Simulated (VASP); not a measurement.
# Ir (P6/mmm) in VASP: notebook, part 2 of 2

VASP 6.6.1.

### Step 4. Single point, PBE

This run uses another cell than the first one, of 12.07 Å³/atom, 1.118 times its volume.

The input, INCAR:

```
SYSTEM = Ir
PREC = Accurate ; ENCUT = 520
EDIFF = 1E-7 ; ISMEAR = -1
SIGMA = 0.05 ; LREAL = .False.
LASPH = .True. ; NELM = 80
ALGO = Normal ; ISIF = 2
LWAVE = .False. ; LCHARG = .False.
GGA = PE ; NBANDS = 10
```

The input, KPOINTS:

```
regular mesh
0
Gamma
  16 16 15
  0 0 0
```

The input, POSCAR:

```
Ir
1.0
    2.4398706773      0.0000000000      0.0000000000
   -1.2199353387      2.1129899885      0.0000000000
    0.0000000000      0.0000000000      2.3415022030
Ir
1
Direct
    0.0000000000      0.0000000000      0.0000000000
```

Potentials or basis: VASP PAW PBE potentials, release 64 (Ir).

The run is started by

```sh
$ cat potpaw_PBE.64/Ir/POTCAR > POTCAR
$ mpirun -np 1 vasp_std > vasp.out
```

OUTCAR:

```text
SYSTEM = Ir
   PREC = Accurate
   ENCUT = 520
   EDIFF = 1E-7
   ISMEAR = -1
   LREAL = .False.
   LASPH = .True.
   NELM = 80
   ISIF = 2
   GGA = PE

 ion  position               nearest neighbor table
   1  0.000  0.000  0.000-

  LATTYP: Found a hexagonal cell.
 ALAT       =     2.4398706773
 C/A-ratio  =     0.9596829147

  Lattice vectors:

 A1 = (   2.4398706773,   0.0000000000,   0.0000000000)
 A2 = (  -1.2199353387,   2.1129899885,   0.0000000000)
 A3 = (   0.0000000000,   0.0000000000,   2.3415022030)
[... 481 lines left out ...]
      2       5.7284      2.00000
      3       7.4483      2.00000
      4      11.5268      2.00000
      5      13.7336      0.00001
      6      15.9084      0.00000
      7      24.7312      0.00000
      8      27.1647      0.00000
      9      34.7739      0.00000
     10      39.8167      0.00000

 [... further k-points ...]
[... 5 lines left out ...]
  --------------------------------------------------------------------------------------
  -------------------------------------------------------------------------------------
  Total       11.6642595     11.6642595     11.5404937     -0.0000000      0.0000000      0.0000000
  in kB     1548.1353858   1548.1353858   1531.7086108     -0.0000000      0.0000000      0.0000000
  external PRESSURE =    1542.6597942 kB  Pullay stress =       0.0000000 kB

 VOLUME and BASIS-vectors are now :
 -----------------------------------------------------------------------------
  energy-cutoff  :      520.00
  volume of cell :       12.07
      direct lattice vectors                 reciprocal lattice vectors
     2.439870677  0.000000000  0.000000000     0.409857788  0.236631505  0.000000000
    -1.219935339  2.112989988  0.000000000     0.000000000  0.473263009  0.000000000
     0.000000000  0.000000000  2.341502203     0.000000000  0.000000000  0.427076258

 POSITION                                       TOTAL-FORCE (eV/Angst)
 -----------------------------------------------------------------------------------
      0.00000      0.00000      0.00000         0.000000      0.000000      0.000000
 -----------------------------------------------------------------------------------
    total drift:                                0.000000      0.000000      0.000000

  FREE ENERGIE OF THE ION-ELECTRON SYSTEM (eV)
  ---------------------------------------------------
  free  energy   TOTEN  =        -6.8711654041 eV

  energy  without entropy=       -6.8643146446  energy(sigma->0) =       -6.86774002
```

OSZICAR:

```text
N       E                     dE             d eps       ncg     rms          rms(c)
DAV:   1     0.523853160008E+02    0.52385E+02   -0.45265E+03  4816   0.841E+02
DAV:   2    -0.640580187158E+01   -0.58791E+02   -0.56559E+02  4938   0.208E+02
DAV:   3    -0.723871487287E+01   -0.83291E+00   -0.83067E+00  5640   0.299E+01
DAV:   4    -0.724590762131E+01   -0.71927E-02   -0.71914E-02  5788   0.255E+00
DAV:   5    -0.724603105106E+01   -0.12343E-03   -0.12343E-03  5862   0.303E-01    0.250E+01
DAV:   6    -0.697629344538E+01    0.26974E+00   -0.24607E-01  5914   0.602E+00    0.129E+01
DAV:   7    -0.687587930726E+01    0.10041E+00   -0.16357E-01  6092   0.446E+00    0.130E+00
DAV:   8    -0.687159912927E+01    0.42802E-02   -0.91523E-03  5366   0.144E+00    0.498E-01
DAV:   9    -0.687116374605E+01    0.43538E-03   -0.22921E-04  5498   0.223E-01    0.327E-02
DAV:  10    -0.687116587547E+01   -0.21294E-05   -0.51553E-06  6446   0.251E-02    0.248E-03
DAV:  11    -0.687116538112E+01    0.49434E-06   -0.65076E-08  4500   0.294E-03    0.248E-03
DAV:  12    -0.687116540407E+01   -0.22946E-07   -0.12229E-08  2950   0.101E-03
   1 F= -.68711654E+01 E0= -.68677400E+01  d E =-.685076E-02
```

Wall time 9.5 s (1 thread of Intel Xeon 6975P-C (Granite Rapids), shared host); peak memory 0.14 GiB.

What came out:

```yaml
Free_energy: -6.8712 eV
Pressure: 154.3 GPa
```

Levels at points of the mesh, in eV from the Fermi level:
```tsv
k point	band 1	band 2	band 3	band 4	band 5	band 6	band 7	band 8	band 9
(0.00, 0.00, 0.00)	-12.47	-9.03	-4.63	-4.63	2.26	2.26	14.74	16.89	24.73
(0.50, 0.00, 0.00)	-9.93	-7.45	-2.44	-0.77	1.22	2.93	9.87	15.24	19.00
```

Caveat: spin-orbit coupling is left out, which moves the levels of the heavy elements.

### Step 5. Single point, PBE

This run uses another cell than the first one, of 13.34 Å³/atom, 1.235 times its volume.

The input, INCAR:

```
SYSTEM = Ir
PREC = Accurate
ENCUT = 520
EDIFF = 1E-7
ISMEAR = -1
SIGMA = 0.05
LREAL = .False.
LASPH = .True.
NELM = 60
ALGO = Normal
ISIF = 2
LWAVE = .False.
LCHARG = .False.
GGA = PE
NBANDS = 10
```

The input, KPOINTS:

```
Automatic mesh
0
Gamma
  16 16 15
  0 0 0
```

The input, POSCAR:

```
Ir
1.0
    2.5186328751      0.0000000000      0.0000000000
   -1.2593164375      2.1812000526      0.0000000000
    0.0000000000      0.0000000000      2.4286455955
Ir
1
Direct
    0.0000000000      0.0000000000      0.0000000000
```

Potentials or basis: VASP PAW PBE potentials, release 64 (Ir).

The run is started by

```sh
$ cat potpaw_PBE.64/Ir/POTCAR > POTCAR
$ mpirun -np 1 vasp_std > vasp.out
```

OUTCAR:

```text
SYSTEM = Ir
   PREC = Accurate
   ENCUT = 520
   EDIFF = 1E-7
   ISMEAR = -1
   LREAL = .False.
   LASPH = .True.
   NELM = 60
   ISIF = 2
   GGA = PE

 ion  position               nearest neighbor table
   1  0.000  0.000  0.000-

  LATTYP: Found a hexagonal cell.
 ALAT       =     2.5186328751
 C/A-ratio  =     0.9642713789

  Lattice vectors:

 A1 = (   2.5186328751,   0.0000000000,   0.0000000000)
 A2 = (  -1.2593164375,   2.1812000526,   0.0000000000)
 A3 = (   0.0000000000,   0.0000000000,   2.4286455955)
[... 482 lines left out ...]
      2       4.7906      2.00000
      3       6.1981      2.00000
      4       9.8279      2.00000
      5      11.7136      0.00005
      6      13.7319      0.00000
      7      22.0375      0.00000
      8      24.6171      0.00000
      9      32.1399      0.00000
     10      36.3677      0.00000

 [... further k-points ...]
[... 5 lines left out ...]
  --------------------------------------------------------------------------------------
  -------------------------------------------------------------------------------------
  Total        6.4330758      6.4330758      6.3862511      0.0000000      0.0000000     -0.0000000
  in kB      772.5111146    772.5111146    766.8882131      0.0000000      0.0000000     -0.0000000
  external PRESSURE =     770.6368141 kB  Pullay stress =       0.0000000 kB

 VOLUME and BASIS-vectors are now :
 -----------------------------------------------------------------------------
  energy-cutoff  :      520.00
  volume of cell :       13.34
      direct lattice vectors                 reciprocal lattice vectors
     2.518632875  0.000000000  0.000000000     0.397040795  0.229231610  0.000000000
    -1.259316438  2.181200053  0.000000000     0.000000000  0.458463220  0.000000000
     0.000000000  0.000000000  2.428645595     0.000000000  0.000000000  0.411752131

 POSITION                                       TOTAL-FORCE (eV/Angst)
 -----------------------------------------------------------------------------------
      0.00000      0.00000      0.00000        -0.000000      0.000000      0.000000
 -----------------------------------------------------------------------------------
    total drift:                               -0.000000      0.000000      0.000000

  FREE ENERGIE OF THE ION-ELECTRON SYSTEM (eV)
  ---------------------------------------------------
  free  energy   TOTEN  =        -7.7638800014 eV

  energy  without entropy=       -7.7554450309  energy(sigma->0) =       -7.75966252
```

OSZICAR:

```text
N       E                     dE             d eps       ncg     rms          rms(c)
DAV:   1     0.515974242401E+02    0.51597E+02   -0.44432E+03  4824   0.832E+02
DAV:   2    -0.731455331244E+01   -0.58912E+02   -0.56292E+02  4924   0.206E+02
DAV:   3    -0.816149059470E+01   -0.84694E+00   -0.84302E+00  5760   0.299E+01
DAV:   4    -0.816902969788E+01   -0.75391E-02   -0.75375E-02  5710   0.259E+00
DAV:   5    -0.816916812240E+01   -0.13842E-03   -0.13842E-03  5686   0.327E-01    0.191E+01
DAV:   6    -0.785350734793E+01    0.31566E+00   -0.42959E-01  5894   0.799E+00    0.902E+00
DAV:   7    -0.776959141407E+01    0.83916E-01   -0.19086E-01  6220   0.488E+00    0.148E+00
DAV:   8    -0.776520514438E+01    0.43863E-02   -0.96968E-03  5304   0.145E+00    0.841E-01
DAV:   9    -0.776387393163E+01    0.13312E-02   -0.48879E-04  5354   0.308E-01    0.235E-02
DAV:  10    -0.776388045982E+01   -0.65282E-05   -0.45820E-06  5852   0.183E-02    0.494E-03
DAV:  11    -0.776388008010E+01    0.37972E-06   -0.11432E-07  5186   0.416E-03    0.128E-03
DAV:  12    -0.776388000135E+01    0.78754E-07   -0.11654E-08  2938   0.967E-04
   1 F= -.77638800E+01 E0= -.77596625E+01  d E =-.843497E-02
```

Wall time 11 s (1 thread of Intel Xeon 6975P-C (Granite Rapids), shared host); peak memory 0.15 GiB.

Results:

| Quantity | Value |
| --- | --- |
| Free energy | -7.7639 eV |
| Pressure | 77.1 GPa |

Levels at points of the mesh, in eV from the Fermi level:
```tsv
k point	band 1	band 2	band 3	band 4	band 5	band 6	band 7	band 8	band 9
(0.00, 0.00, 0.00)	-11.38	-7.83	-3.97	-3.97	1.89	1.89	15.04	16.10	23.67
(0.50, 0.00, 0.00)	-8.70	-6.50	-2.11	-0.55	1.02	2.53	8.72	14.70	18.63
```

Caveat: spin-orbit coupling is left out, which moves the levels of the heavy elements.

### Step 6. Single point, PBE

This run uses another cell than the first one, of 14.61 Å³/atom, 1.353 times its volume.

The input, INCAR:

```
SYSTEM = Ir
PREC = Accurate
ENCUT = 520
EDIFF = 1E-6
ISMEAR = -1
SIGMA = 0.05
LREAL = .FALSE.
LASPH = .TRUE.
NELM = 60
ALGO = Normal
ISIF = 2
LWAVE = .FALSE.
LCHARG = .FALSE.
GGA = PE
NBANDS = 10
```

The input, KPOINTS:

```
Automatic mesh
0
G
  16 16 15
  0 0 0
```

The input, POSCAR:

```
Ir
1.0
    2.5911497604      0.0000000000      0.0000000000
   -1.2955748802      2.2440015175      0.0000000000
    0.0000000000      0.0000000000      2.5131441047
Ir
1
Direct
    0.0000000000      0.0000000000      0.0000000000
```

Potentials or basis: VASP PAW PBE potentials, release 64 (Ir).

The run is started by

```sh
$ cat potpaw_PBE.64/Ir/POTCAR > POTCAR
$ mpirun -np 1 vasp_std > vasp.out
```

Run time: 10 s. Hardware: 1 thread of Intel Xeon 6975P-C (Granite Rapids), shared host; peak memory 0.15 GiB.

Results (log left out):

```
Free energy : -8.1718 eV
Pressure    : 29.5 GPa
```

Stress tensor (GPa, compression positive):
```
29.57  0.00  0.00
 0.00 29.57  0.00
 0.00  0.00 29.32
```

Levels at points of the mesh, in eV from the Fermi level:
```tsv
k point	band 1	band 2	band 3	band 4	band 5	band 6	band 7	band 8
(0.00, 0.00, 0.00)	-10.44	-6.85	-3.45	-3.45	1.60	1.60	15.24	15.36
(0.50, 0.00, 0.00)	-7.71	-5.71	-1.87	-0.31	0.85	2.21	7.79	14.24
```

Caveat: spin-orbit coupling is left out, which moves the levels of the heavy elements.

### Step 7. The runs side by side

| cell | gap on the mesh (eV) | pressure (GPa) |
| --- | --- | --- |
| a = 2.354, b = 2.354, c = 2.250 Å, angles 90.0, 90.0, 120.0°, 1 atom | none | 280.9 |
| a = 2.440, b = 2.440, c = 2.342 Å, angles 90.0, 90.0, 120.0°, 1 atom | none | 154.3 |
| a = 2.519, b = 2.519, c = 2.429 Å, angles 90.0, 90.0, 120.0°, 1 atom | none | 77.1 |
| a = 2.591, b = 2.591, c = 2.513 Å, angles 90.0, 90.0, 120.0°, 1 atom | none | 29.5 |

Alike in all rows: task single point; level PBE; potentials or basis VASP PAW PBE potentials, release 64 (Ir); no spin polarisation; k mesh 16 × 16 × 15; cutoff (eV) 520; smearing fermi-dirac 0.05 eV.

Caveats: spin-orbit coupling is left out, which moves the levels of the heavy elements.

Absolute energies hang on the potentials; compare differences alone.
